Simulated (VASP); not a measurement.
# ScAl3 (Pm-3m) in VASP: further runs

ScAl3 is run at these levels: PBEsol; tasks: single point.

Program: VASP 6.6.1. These are calculated values, not measurements. Logs are shortened: lines on timing, memory, paths and dates and some standing lists are left out, and cuts for length are marked.

## (1) The cell of the first run

Symmetry: Pm-3m, No. 221, cubic system. The conventional cell has a = 4.004 Å, b = 4.004 Å, c = 4.004 Å, α = 90.00°, β = 90.00°, γ = 90.00°. Sc (site symmetry m-3m) has 12 Al at 2.83 Å within 3.7 Å. Within 3.7 Å of Al (site symmetry 4/mmm) lie 4 Sc at 2.83 Å and 8 Al at 2.83 Å.

## (2) Single point, PBEsol (volume scaled by 0.94)

File INCAR:

```
SYSTEM = ScAl3
ALGO = Fast
EDIFF = 1E-6
ENCUT = 520
GGA = PS
ISIF = 2
ISMEAR = -1
LASPH = .True.
LCHARG = .False.
LREAL = .False.
LWAVE = .False.
NBANDS = 18
NELM = 100
PREC = Accurate
SIGMA = 0.05
```

File KPOINTS:

```
k-points
0
Gamma
  7 7 7
  0 0 0
```

File POSCAR:

```
ScAl3
1.0
    4.0043585311      0.0000000000      0.0000000000
    0.0000000000      4.0043585311      0.0000000000
    0.0000000000      0.0000000000      4.0043585311
Sc Al
1 3
Direct
    0.0000000000      0.0000000000      0.0000000000
    0.5000000000      0.5000000000      0.0000000000
    0.0000000000      0.5000000000      0.5000000000
    0.5000000000      0.0000000000      0.5000000000
```

Potentials or basis: VASP PAW PBE potentials, release 64 (Sc_sv, Al).

The run is started by

```bash
> cat potpaw_PBE.64/Sc_sv/POTCAR potpaw_PBE.64/Al/POTCAR > POTCAR
> mpirun -np 1 vasp_std > vasp.out
```

OUTCAR:

```text
SYSTEM = ScAl3
   EDIFF = 1E-6
   ENCUT = 520
   GGA = PS
   ISIF = 2
   ISMEAR = -1
   LASPH = .True.
   LREAL = .False.
   NELM = 100
   PREC = Accurate

 ion  position               nearest neighbor table
   1  0.000  0.000  0.000-   2 2.83   3 2.83   4 2.83   3 2.83   4 2.83   2 2.83   3 2.83   3 2.83
                             2 2.83   4 2.83   4 2.83   2 2.83
   2  0.500  0.500  0.000-   1 2.83   3 2.83   4 2.83   3 2.83   4 2.83   1 2.83   4 2.83   4 2.83
                             1 2.83   3 2.83   3 2.83   1 2.83
   3  0.000  0.500  0.500-   1 2.83   2 2.83   4 2.83   1 2.83   2 2.83   1 2.83   4 2.83   1 2.83
                             2 2.83   4 2.83   2 2.83   4 2.83
   4  0.500  0.000  0.500-   1 2.83   2 2.83   3 2.83   1 2.83   2 2.83   2 2.83   3 2.83   2 2.83
                             1 2.83   3 2.83   1 2.83   3 2.83

  LATTYP: Found a simple cubic cell.
 ALAT       =     4.0043585311

  Lattice vectors:

 A1 = (   4.0043585311,   0.0000000000,   0.0000000000)
 A2 = (   0.0000000000,   4.0043585311,   0.0000000000)
 A3 = (   0.0000000000,   0.0000000000,   4.0043585311)

Analysis of symmetry for initial positions (statically):
=====================================================================
 Subroutine PRICEL returns:
 Original cell was already a primitive cell.

 Routine SETGRP: Setting up the symmetry group for a
 simple cubic supercell.

 Subroutine GETGRP returns: Found 48 space group operations
 (whereof 48 operations were pure point group operations)
 out of a pool of 48 trial point group operations.

The static configuration has the point symmetry O_h .

Analysis of symmetry for dynamics (positions and initial velocities):
=====================================================================
 Subroutine PRICEL returns:
 Original cell was already a primitive cell.

 Routine SETGRP: Setting up the symmetry group for a
 simple cubic supercell.

 Subroutine GETGRP returns: Found 48 space group operations
 (whereof 48 operations were pure point group operations)
 out of a pool of 48 trial point group operations.

The dynamic configuration has the point symmetry O_h .

 Subroutine INISYM returns: Found 48 space group operations
 (whereof 48 operations are pure point group operations),
 and found     1 'primitive' translations

----------------------------------------------------------------------------------------

                                     Primitive cell

  volume of cell :      64.2094

  direct lattice vectors                    reciprocal lattice vectors
     4.004358531  0.000000000  0.000000000     0.249727888  0.000000000  0.000000000
     0.000000000  4.004358531  0.000000000     0.000000000  0.249727888  0.000000000
     0.000000000  0.000000000  4.004358531     0.000000000  0.000000000  0.249727888

  length of vectors
     4.004358531  4.004358531  4.004358531     0.249727888  0.249727888  0.249727888

  position of ions in fractional coordinates (direct lattice)
     0.000000000  0.000000000  0.000000000
     0.500000000  0.500000000  0.000000000
     0.000000000  0.500000000  0.500000000
     0.500000000  0.000000000  0.500000000

  ion indices of the primitive-cell ions
   primitive index   ion index
                 1           1
                 2           2
                 3           3
                 4           4

----------------------------------------------------------------------------------------

 KPOINTS: k-points

Automatic generation of k-mesh.
 Grid dimensions read from file:
 generate k-points for:    7    7    7

 Generating k-lattice:

  Cartesian coordinates                     Fractional coordinates (reciprocal lattice)
     0.035675413  0.000000000  0.000000000     0.142857143  0.000000000  0.000000000
     0.000000000  0.035675413  0.000000000     0.000000000  0.142857143  0.000000000
     0.000000000  0.000000000  0.035675413     0.000000000  0.000000000  0.142857143

  Length of vectors
     0.035675413  0.035675413  0.035675413

  Shift w.r.t. Gamma in fractional coordinates (k-lattice)
     0.000000000  0.000000000  0.000000000

 Subroutine IBZKPT returns following result:
 ===========================================

 Found     20 irreducible k-points:

 Following reciprocal coordinates:
            Coordinates               Weight
  0.000000  0.000000  0.000000      1.000000
  0.142857  0.000000  0.000000      6.000000
  0.285714  0.000000  0.000000      6.000000
  0.428571  0.000000  0.000000      6.000000
  0.142857  0.142857  0.000000     12.000000
  0.285714  0.142857  0.000000     24.000000
[... 12 lines left out ...]
  0.428571  0.428571  0.285714     24.000000
  0.428571  0.428571  0.428571      8.000000
   k-points           NKPTS =     20   k-points in BZ     NKDIM =     20   number of bands    NBANDS=     18
   number of dos      NEDOS =    301   number of ions     NIONS =      4
   total plane-waves  NPLWV =  27000
   dimension x,y,z NGX =    30 NGY =   30 NGZ =   30
   dimension x,y,z NGXF=    60 NGYF=   60 NGZF=   60
   ions per type =               1   3
   NGX,Y,Z   is equivalent  to a cutoff of  12.45, 12.45, 12.45 a.u.
   NGXF,Y,Z  is equivalent  to a cutoff of  24.91, 24.91, 24.91 a.u.
 SYSTEM =  ScAl3
   PREC   = accura    normal or accurate (medium, high low for compatibility)
   ISTART =      0    job   : 0-new  1-cont  2-samecut
   ICHARG =      2    charge: 1-file 2-atom 10-const
   ISPIN  =      1    spin polarized calculation?
   LNONCOLLINEAR =      F non collinear calculations
   LSORBIT =      F    spin-orbit coupling
   LASPH  =      T    aspherical Exc in radial PAW
   ENCUT  =  520.0 eV  38.22 Ry    6.18 a.u.   7.45  7.45  7.45*2*pi/ulx,y,z
   NELM   =    100;   NELMIN=  2; NELMDL= -5     # of ELM steps
   EDIFF  = 0.1E-05   stopping-criterion for ELM
   LREAL  =      F    real-space projection
   EDIFFG = 0.1E-04   stopping-criterion for IOM
   NSW    =      0    number of steps for IOM
   IBRION =     -1    ionic relax: 0-MD 1-quasi-New 2-CG
   NFREE  =      0    steps in history (QN), initial steepest desc. (CG)
   ISIF   =      2    stress and relaxation
   ISYM   =      2    0-nonsym 1-usesym 2-fastsym
   POTIM  = 0.5000    time-step for ionic-motion
   TEBEG  =    0.0;   TEEND  =   0.0 temperature during run
   PSTRESS=    0.0 pullay stress
   NELECT =      20.0000    total number of electrons
   NUPDOWN=      -1.0000    fix difference up-down
   EMIN   =  10.00;   EMAX   =-10.00  energy-range for DOS
   EFERMI =   0.00;   METHOD = LEGACY
   ISMEAR =    -1;   SIGMA  =   0.05  broadening in eV -4-tet -1-fermi 0-gaus
   EFERMI_NEDOS =   21; number of points for ismear=-14 and -15
   IALGO  =     68    algorithm
   IMIX   =      4    mixing-type and parameters
     AMIX     =   0.40;   BMIX     =  1.00
     AMIX_MAG =   1.60;   BMIX_MAG =  1.00
  volume/ion in A,a.u.               =      16.05       108.33
  Fermi-wavevector in a.u.,A,eV,Ry     =   1.109733  2.097091 16.755678  1.231508
  Thomas-Fermi vector in A             =   2.246276
   LORBIT       =      0    0 simple, 1 ext, 2 COOP (PROOUT), +10 PAW based schemes
   GGA     = PS    functional components
   LHFCALC =     F    Hartree Fock is set to
   AEXX    =    0.0000 exact exchange contribution
   IVDW    =     0    specifies the selected vdW correction
   LEPSILON=     F    determine dielectric tensor
   LRPA    =     F    only Hartree local field effects (RPA)
 non-spin polarized calculation
 RMM-DIIS sequential band-by-band and
  energy-cutoff  :      520.00
  volume of cell :       64.21
 maximum number of plane-waves:      1751
 NGX is ok and might be reduce to    30
   NGX = 15   NGY = 15   NGZ = 15

 number of electron      20.0000007 magnetization

 Free energy of the ion-electron system (eV)
  ---------------------------------------------------
  ext. energy  EPLUGINS =         0.00000000
  ---------------------------------------------------
  free energy    TOTEN  =       -20.71817815 eV

  energy without entropy =      -20.70532692  energy(sigma->0) =      -20.71175253

 E-fermi :   7.6548     XC(G=0): -10.7436

 val. band max:        7.6536643875   @ k =   0.2857   0.0000   0.0000
 cond. band min:       7.7491448910   @ k =   0.2857   0.2857   0.0000
 fundamental gap:      0.0954805035
 Fermi energy:         7.6547514828

 k-point     1 :       0.0000    0.0000    0.0000
  band No.  band energies     occupation
      1     -40.7818      2.00000
      2     -19.6052      2.00000
      3     -19.6052      2.00000
      4     -19.6052      2.00000
      5      -2.5752      2.00000
      6       5.0589      2.00000
[... 10 lines left out ...]
     17      13.3834      0.00000
     18      13.3834      0.00000

 k-point     2 :       0.1429    0.0000    0.0000
  band No.  band energies     occupation
      1     -40.7814      2.00000
      2     -19.6136      2.00000
      3     -19.6046      2.00000
      4     -19.6046      2.00000
      5      -2.3775      2.00000
      6       3.7995      2.00000
[... 10 lines left out ...]
     17      13.4777      0.00000
     18      13.4788      0.00000

 k-point     3 :       0.2857    0.0000    0.0000
  band No.  band energies     occupation
      1     -40.7806      2.00000
      2     -19.6325      2.00000
      3     -19.6031      2.00000
      4     -19.6031      2.00000
      5      -1.7986      2.00000
      6       2.1045      2.00000
[... 10 lines left out ...]
     17      12.8350      0.00000
     18      14.1058      0.00000

 k-point     4 :       0.4286    0.0000    0.0000
  band No.  band energies     occupation
      1     -40.7800      2.00000
      2     -19.6476      2.00000
      3     -19.6019      2.00000
      4     -19.6019      2.00000
      5      -0.9159      2.00000
      6       0.6232      2.00000
[... 10 lines left out ...]
     17      12.1578      0.00000
     18      13.5121      0.00000

 k-point     5 :       0.1429    0.1429    0.0000
  band No.  band energies     occupation
      1     -40.7811      2.00000
      2     -19.6134      2.00000
      3     -19.6124      2.00000
      4     -19.6039      2.00000
      5      -2.1825      2.00000
      6       3.8000      2.00000
[... 10 lines left out ...]
     17      13.6905      0.00000
     18      13.8248      0.00000

 k-point     6 :       0.2857    0.1429    0.0000
  band No.  band energies     occupation
      1     -40.7803      2.00000
      2     -19.6315      2.00000
      3     -19.6112      2.00000
      4     -19.6025      2.00000
      5      -1.6123      2.00000
      6       2.2650      2.00000
[... 10 lines left out ...]
     17      12.5878      0.00000
     18      14.0861      0.00000

 k-point     7 :       0.4286    0.1429    0.0000
  band No.  band energies     occupation
      1     -40.7796      2.00000
      2     -19.6464      2.00000
      3     -19.6098      2.00000
      4     -19.6013      2.00000
      5      -0.7486      2.00000
      6       0.8074      2.00000
[... 10 lines left out ...]
     17      12.4024      0.00000
     18      13.9609      0.00000

 k-point     8 :       0.2857    0.2857    0.0000
  band No.  band energies     occupation
      1     -40.7795      2.00000
      2     -19.6300      2.00000
      3     -19.6285      2.00000
      4     -19.6010      2.00000
      5      -1.0693      2.00000
      6       2.6944      2.00000
[... 10 lines left out ...]
     17      12.6779      0.00000
     18      14.2276      0.00000
[... 145 lines left out ...]
     17      13.1787      0.00000
     18      13.8291      0.00000

 k-point    16 :       0.4286    0.4286    0.1429
  band No.  band energies     occupation
      1     -40.7779      2.00000
      2     -19.6406      2.00000
      3     -19.6403      2.00000
      4     -19.6061      2.00000
      5       0.5920      2.00000
      6       2.2110      2.00000
[... 10 lines left out ...]
     17      12.3802      0.00000
     18      14.2135      0.00000

 k-point    17 :       0.2857    0.2857    0.2857
  band No.  band energies     occupation
      1     -40.7784      2.00000
      2     -19.6276      2.00000
      3     -19.6254      2.00000
      4     -19.6254      2.00000
      5      -0.3766      2.00000
      6       3.1389      2.00000
[... 10 lines left out ...]
     17      13.5845      0.00000
     18      14.1324      0.00000

 k-point    18 :       0.4286    0.2857    0.2857
  band No.  band energies     occupation
      1     -40.7778      2.00000
      2     -19.6400      2.00000
      3     -19.6250      2.00000
      4     -19.6237      2.00000
      5       0.3798      2.00000
      6       1.9747      2.00000
[... 10 lines left out ...]
     17      13.0868      0.00000
     18      14.3246      0.00000

 k-point    19 :       0.4286    0.4286    0.2857
  band No.  band energies     occupation
      1     -40.7772      2.00000
      2     -19.6380      2.00000
      3     -19.6378      2.00000
      4     -19.6226      2.00000
      5       1.0838      2.00000
      6       2.5357      2.00000
[... 10 lines left out ...]
     17      12.2994      0.00000
     18      15.4243      0.00000

 k-point    20 :       0.4286    0.4286    0.4286
  band No.  band energies     occupation
      1     -40.7767      2.00000
      2     -19.6361      2.00000
      3     -19.6357      2.00000
      4     -19.6357      2.00000
      5       1.8296      2.00000
      6       2.8922      2.00000
[... 10 lines left out ...]
     17      12.1617      0.00000
     18      17.6979      0.00000

------------------------ aborting loop because EDIFF is reached ----------------------------------------

  FORCE on cell =-STRESS in cart. coord.  units (eV):
  Direction    XX          YY          ZZ          XY          YZ          ZX
  --------------------------------------------------------------------------------------
  -------------------------------------------------------------------------------------
  Total        2.0993594      2.0993594      2.0993594      0.0000000      0.0000000      0.0000000
  in kB       52.3839816     52.3839816     52.3839816      0.0000000      0.0000000      0.0000000
  external PRESSURE =      52.3839816 kB  Pullay stress =       0.0000000 kB

 VOLUME and BASIS-vectors are now :
 -----------------------------------------------------------------------------
  energy-cutoff  :      520.00
  volume of cell :       64.21
      direct lattice vectors                 reciprocal lattice vectors
     4.004358531  0.000000000  0.000000000     0.249727888  0.000000000  0.000000000
     0.000000000  4.004358531  0.000000000     0.000000000  0.249727888  0.000000000
     0.000000000  0.000000000  4.004358531     0.000000000  0.000000000  0.249727888

 POSITION                                       TOTAL-FORCE (eV/Angst)
 -----------------------------------------------------------------------------------
      0.00000      0.00000      0.00000         0.000000      0.000000      0.000000
      2.00218      2.00218      0.00000         0.000000      0.000000      0.000000
      0.00000      2.00218      2.00218         0.000000      0.000000      0.000000
      2.00218      0.00000      2.00218         0.000000      0.000000      0.000000
 -----------------------------------------------------------------------------------
    total drift:                                0.000000     -0.000000      0.000000

  FREE ENERGIE OF THE ION-ELECTRON SYSTEM (eV)
  ---------------------------------------------------
  free  energy   TOTEN  =       -20.7181781493 eV

  energy  without entropy=      -20.7053269175  energy(sigma->0) =      -20.71175253
```

It took 28 s on 1 thread of Intel Xeon Platinum 8259CL at 2.50GHz (Skylake/Cascade Lake), shared host; peak memory 0.17 GiB.

Results:

- Free energy: -20.7182 eV
- Pressure: 5.2 GPa
- Band gap on the k mesh: zero (band 10 reaches 8.78 eV, above the bottom of band 11 at 5.03 eV)

Caveat: the cell differs from its parent crystal (volume scaled by 0.94); the PAW data sets were made with another functional, which shifts forces and pressure a little.

## (3) Single point, PBEsol (volume scaled by 0.96)

File INCAR:

```
ALGO = Normal ; EDIFF = 1E-6
ENCUT = 520 ; GGA = PS
ISIF = 2 ; ISMEAR = -1
LASPH = True ; LCHARG = False
LREAL = False ; LWAVE = False
NBANDS = 18 ; NELM = 80
PREC = Accurate ; SIGMA = 0.05
```

File KPOINTS:

```
k-points
0
Gamma
  7 7 7
```

File POSCAR:

```
ScAl3
1.0
    4.0325591682      0.0000000000      0.0000000000
    0.0000000000      4.0325591682      0.0000000000
    0.0000000000      0.0000000000      4.0325591682
Sc Al
1 3
Direct
    0.0000000000      0.0000000000      0.0000000000
    0.5000000000      0.5000000000      0.0000000000
    0.0000000000      0.5000000000      0.5000000000
    0.5000000000      0.0000000000      0.5000000000
```

Potentials or basis: VASP PAW PBE potentials, release 64 (Sc_sv, Al).

The run is started by

```bash
> cat potpaw_PBE.64/Sc_sv/POTCAR potpaw_PBE.64/Al/POTCAR > POTCAR
> mpirun -np 1 vasp_std > vasp.out
```

Wall time 22 s (1 thread of Intel Xeon Platinum 8259CL at 2.50GHz (Skylake/Cascade Lake), shared host); peak memory 0.17 GiB.

It converged, with:

```
Free energy            : -20.7530 eV
Pressure               : 2.9 GPa
Band gap on the k mesh : zero (band 10 reaches 8.58 eV, above the bottom of band 11 at 4.86 eV)
```

Levels at points of the mesh, in eV from the Fermi level:
```tsv
k point	band 6	band 7	band 8	band 9	band 10	band 11	band 12	band 13	band 14	band 15
(0.00, 0.00, 0.00)	-2.57	-2.57	-1.71	-1.71	-1.71	1.33	1.42	1.42	1.42	5.23
```

Caveat: the cell differs from its parent crystal (volume scaled by 0.96); the PAW data sets were made with another functional, which shifts forces and pressure a little.

## (4) Single point, PBEsol

This run uses another cell than the first one, of 17.08 Å³/atom, 1.064 times its volume.

File INCAR:

```
SYSTEM = ScAl3
PREC     = Accurate       ! precision mode
ENCUT    = 520            ! plane-wave cutoff, eV
EDIFF    = 1E-6           ! SCF threshold, eV
ISMEAR   = -1             ! smearing method
SIGMA    = 0.05           ! smearing width, eV
LREAL    = .False.        ! projectors in reciprocal space
LASPH    = .True.         ! aspherical terms in the spheres
NELM     = 60             ! most SCF steps
ALGO     = Fast           ! electronic algorithm
ISIF     = 2              ! what is computed and relaxed
LWAVE    = .False.        ! write WAVECAR
LCHARG   = .False.        ! write CHGCAR
GGA      = PS             ! functional
NBANDS   = 18             ! bands
```

File KPOINTS:

```
Automatic mesh
0
Gamma
  7 7 7
  0 0 0
```

File POSCAR:

```
ScAl3
1.0
    4.0878065700      0.0000000000      0.0000000000
    0.0000000000      4.0878065700      0.0000000000
    0.0000000000      0.0000000000      4.0878065700
Sc Al
1 3
Direct
    0.0000000000      0.0000000000      0.0000000000
    0.5000000000      0.5000000000      0.0000000000
    0.0000000000      0.5000000000      0.5000000000
    0.5000000000      0.0000000000      0.5000000000
```

The run is started by

```bash
> cat potpaw_PBE.64/Sc_sv/POTCAR potpaw_PBE.64/Al/POTCAR > POTCAR
> mpirun -np 1 vasp_std > vasp.out
```

Wall time 35 s (1 thread of Intel Xeon Platinum 8259CL at 2.50GHz (Skylake/Cascade Lake), shared host); peak memory 0.16 GiB.

The run converged. Its results:

| Quantity | Value |
| --- | --- |
| Free energy | -20.7689 eV |
| Pressure | -1.0 GPa |
| Band gap on the k mesh | zero (band 10 reaches 8.20 eV, above the bottom of band 11 at 4.53 eV) |

Levels at points of the mesh, in eV from the Fermi level:
```csv
k point,band 8,band 9,band 10,band 11,band 12,band 13
"(0.00, 0.00, 0.00)",-1.70,-1.70,-1.70,1.32,1.38,1.38
```

Caveat: the PAW data sets were made with another functional, which shifts forces and pressure a little.

## (5) Overview

| cell | gap on the mesh (eV) | pressure (GPa) |
| --- | --- | --- |
| a = 4.004 Å, 4 atoms | none | 5.2 |
| a = 4.033 Å, 4 atoms | none | 2.9 |
| a = 4.088 Å, 4 atoms | none | -1.0 |

Alike in all rows: task single point; level PBEsol; potentials or basis VASP PAW PBE potentials, release 64 (Sc_sv, Al); no spin polarisation; k mesh 7 × 7 × 7; cutoff (eV) 520; smearing fermi-dirac 0.05 eV.

Caveats: the PAW data sets were made with another functional, which shifts forces and pressure a little.

Absolute energies hang on the potentials; compare differences alone.
